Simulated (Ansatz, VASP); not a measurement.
# Two plane-wave programs on AlN

File INCAR:

```
PREC     = Accurate       # precision mode
ENCUT    = 520            # plane-wave cutoff, eV
EDIFF    = 1E-8           # SCF threshold, eV
ISMEAR   = -1             # smearing method
SIGMA    = 0.02           # smearing width, eV
LREAL    = False          # projectors in reciprocal space
LASPH    = True           # aspherical terms in the spheres
NELM     = 60             # most SCF steps
ALGO     = Normal         # electronic algorithm
ISIF     = 2              # what is computed and relaxed
LWAVE    = False          # write WAVECAR
LCHARG   = False          # write CHGCAR
GGA      = CA             # functional
LEFG     = True         
NBANDS   = 16             # bands
```

The input KPOINTS:

```
regular mesh
0
Gamma
  11 11 6
```

The input POSCAR:

```
AlN
1.0
    3.1130000000      0.0000000000      0.0000000000
   -1.5565000000      2.6959370820      0.0000000000
    0.0000000000      0.0000000000      4.9810000000
Al N
2 2
Direct
    0.3333333333      0.6666666667     -0.0009848543
    0.6666666667      0.3333333333      0.4990151457
    0.3333333333      0.6666666667      0.3809848543
    0.6666666667      0.3333333333      0.8809848543
```

Input for Ansatz:

```yaml
crystal:
  lattice:
    - [3.113, 0.0, 0.0]
    - [-1.5565, 2.695937082, 0.0]
    - [0.0, 0.0, 4.981]
  atoms:
    - { symbol: Al, position: [0.3333333333, 0.6666666667, -0.0009848543] }
    - { symbol: Al, position: [0.6666666667, 0.3333333333, 0.4990151457] }
    - { symbol: "N", position: [0.3333333333, 0.6666666667, 0.3809848543] }
    - { symbol: "N", position: [0.6666666667, 0.3333333333, 0.8809848543] }
kpoints:
  mp_grid: { grid: [11, 11, 6] }
scf:
  occupations: { method: fermi_dirac, width: 0.02 }
hamiltonian:
  xc: lda
  pseudopotentials: { kind: paw }
output:
  forces: true
  stress: true
  populations: true
  efg:
    quadrupole_moments_barn: { Al: 0.1466, "N": 0.02044 }
    contact_densities: true
```

Alike in both runs: task electric field gradients; functional LDA; k mesh 11 × 11 × 6; occupations fermi-dirac, width 0.02 eV; no spin polarisation.

```csv
,VASP,Ansatz
version,VASP 6.6.1,Ansatz 0.2.0
potentials or method,"VASP PAW LDA potentials, release 64 (Al, N)","plane-wave PAW, scalar-relativistic"
plane-wave cutoff (eV),520,420
valence electrons in the cell,16,16
```

VASP gave:

```
gap on the k mesh at the Fermi level (eV)                     : 4.22
pressure (GPa)                                                : -4.1
traceless stress, the component that is largest in VASP (GPa) : 0.27
rms of the force components (eV/Å)                            : 0.004
size of Vzz on the site where it differs most (V/Å²)          : 5.0
```

Task: Which values does Ansatz return?

Result: gap on the k mesh at the Fermi level (eV): 4.21; pressure (GPa): -4.7; traceless stress, the component that is largest in VASP (GPa): 0.28; rms of the force components (eV/Å): 0.004; size of Vzz on the site where it differs most (V/Å²): 4.8.

LDA's correlation is that of Perdew and Zunger in VASP and of Perdew and Wang (1992) in Ansatz. Atom by atom the forces differ by 0.000 eV/Å (rms over components).
